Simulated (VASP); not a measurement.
# BN (rocksalt type): single point with PBE

The system is BN (rocksalt type).

```xyz
2
Lattice="0.0000 1.6658 1.6658 1.6658 0.0000 1.6658 1.6658 1.6658 0.0000" Properties=species:S:1:pos:R:3 pbc="T T T"
B     0.0000    0.0000    0.0000
N     1.6658    1.6658    1.6658
```

This cell differs from its parent crystal: volume scaled by 0.86, to set the pressure.

| Item | Value |
| --- | --- |
| Program | VASP 6.6.1 |
| Task | single point |
| Functional | PBE |
| Potentials or basis | VASP PAW PBE potentials, release 64 (B, N) |
| Cutoff | 600 eV |
| k mesh | 16 × 16 × 16 |
| Occupations | fermi-dirac, width 0.05 eV |
| Spin | no spin polarisation |

```
Pressure               : 76.7 GPa
Band gap on the k mesh : 2.37 eV, indirect (least direct gap 6.36 eV)
```

Levels at points of the mesh, in eV from the valence-band top:
```tsv
k point	band 2	band 3	band 4	band 5	band 6	band 7
(0.00, 0.00, 0.00)	-0.97	-0.97	-0.97	12.42	13.59	13.59
(0.50, 0.00, 0.00)	-14.04	-0.79	-0.79	5.58	5.58	8.70
(0.50, 0.50, 0.00)	-13.63	-6.48	-6.48	2.37	8.60	16.69
```

Run time: 9.9 s on 1 thread of Intel(R) Xeon(R) Platinum 8375C CPU @ 2.90GHz (Ice Lake), with other jobs on the host, peak memory 0.13 GiB.

Caveat: the cell differs from its parent crystal (volume scaled by 0.86, to set the pressure). A k mesh can miss the band edges.
